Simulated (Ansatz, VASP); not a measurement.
**Al2O3 in VASP and in Ansatz**

```
CELL_PARAMETERS angstrom
2.52154 1.45581 3.97580
-2.52154 1.45581 3.97580
0.00000 -2.91162 3.97580
ATOMIC_POSITIONS crystal
Al 0.84070 0.84070 0.84070
Al 0.65930 0.65930 0.65930
Al 0.15930 0.15930 0.15930
Al 0.34070 0.34070 0.34070
O 0.05616 0.44384 0.75000
O 0.75000 0.05616 0.44384
O 0.44384 0.75000 0.05616
O 0.94384 0.55616 0.25000
O 0.25000 0.94384 0.55616
O 0.55616 0.25000 0.94384
```

Alike in both runs: task single point; functional PBE; k mesh 6 × 6 × 6; occupations gaussian, width 0.05 eV; no spin polarisation.

|  | VASP | Ansatz |
| --- | --- | --- |
| version | VASP 6.6.1 | Ansatz 0.2.0 |
| potentials or method | VASP PAW PBE potentials, release 64 (Al, O), cutoff 520 eV | scalar-relativistic, plane waves, PAW |
| valence electrons in the cell | 48 | 48 |

|  | VASP | Ansatz | Ansatz less VASP |
| --- | --- | --- | --- |
| gap on the k mesh at the Fermi level (eV) | 4.77 | 4.78 | +0.013 |
| least direct gap on the mesh (eV) | 4.77 | 4.78 | +0.013 |
| pressure (GPa) | 6.8 | 6.8 | -0.02 |
| traceless stress, the component that is largest in VASP (GPa) | 50.16 | 50.17 | +0.004 |
| rms of the force components (eV/Å) | 2.076 | 2.066 | -0.0098 |

Atom by atom the forces differ by 0.013 eV/Å (rms over components). The functional is the same, so the differences come from potentials, cutoffs and numerics.
